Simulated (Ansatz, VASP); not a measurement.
**Two plane-wave programs on Si**

The input POSCAR:

```
Si
1.0
    0.0000000000      2.7101415730      2.7101415730
    2.7101415730      0.0000000000      2.7101415730
    2.7101415730      2.7101415730      0.0000000000
Si
2
Direct
    0.0000000000      0.0000000000      0.0000000000
    0.2500000000      0.2500000000      0.2500000000
```

File INCAR.step1:

```
SYSTEM = Si
  ALGO = Normal
  EDIFF = 1E-5
  ENCUT = 520
  GGA = PE
  ISIF = 2
  ISMEAR = 0
  LASPH = .TRUE.
  LREAL = .FALSE.
  LWAVE = .TRUE.
  NBANDS = 11
  NELM = 100
  PREC = Accurate
  SIGMA = 0.01
```

File INCAR.step2:

```
SYSTEM = Si
  ALGO = Normal
  EDIFF = 1E-6
  ENCUT = 520
  GGA = PE
  HFSCREEN = 0.2079
  ISIF = 2
  ISMEAR = 0
  ISTART = 1
  LASPH = .TRUE.
  LCHARG = .TRUE.
  LELF = .TRUE.
  LHFCALC = .TRUE.
  LREAL = .FALSE.
  LVHAR = .TRUE.
  LWAVE = .FALSE.
  NBANDS = 11
  NELM = 100
  PREC = Accurate
  PRECFOCK = Normal
  SIGMA = 0.01
```

File KPOINTS:

```
k-points
0
G
  6 6 6
  0 0 0
```

Input for Ansatz:

```yaml
crystal:
  lattice:
    - [0.0, 2.710141573, 2.710141573]
    - [2.710141573, 0.0, 2.710141573]
    - [2.710141573, 2.710141573, 0.0]
  atoms:
    - { symbol: Si, position: [0.0, 0.0, 0.0] }
    - { symbol: Si, position: [0.25, 0.25, 0.25] }
kpoints:
  mp_grid: { grid: [6, 6, 6] }
  band_path:
    path:
      - [0.0, 0.0, 0.0]
      - [0.5, 0.0, 0.5]
      - [0.625, 0.25, 0.625]
      - [0.375, 0.375, 0.75]
      - [0.5, 0.5, 0.5]
      - [0.5, 0.25, 0.75]
      - [0.4, 0.0, 0.4]
    npoints: 1
hamiltonian:
  xc: hse06
scf:
  occupations: { method: fixed }
  n_extra_bands: 4
output:
  forces: true
  stress: true
  eigenvalues: true
```

Change from the starting cell: hydrostatic strain -0.4%.

Alike in both runs: task single point; functional HSE06; k mesh 6 × 6 × 6; no spin polarisation.

|  | VASP | Ansatz |
| --- | --- | --- |
| version | VASP 6.6.1 | Ansatz 0.2.0 |
| potentials or method | VASP PAW PBE potentials, release 64 (Si) | plane waves, PAW |
| plane-wave cutoff (eV) | 520 | 420 |
| occupations | gaussian, width 0.01 eV | fixed |
| valence electrons in the cell | 8 | 8 |

|  | VASP | Ansatz | Ansatz less VASP |
| --- | --- | --- | --- |
| gap on the k mesh at the Fermi level (eV) | 1.28 | 1.27 | -0.013 |
| pressure (GPa) | 0.8 | 1.1 | +0.35 |

Ansatz's warnings: stress exchange threshold loose, stress scf threshold loose.
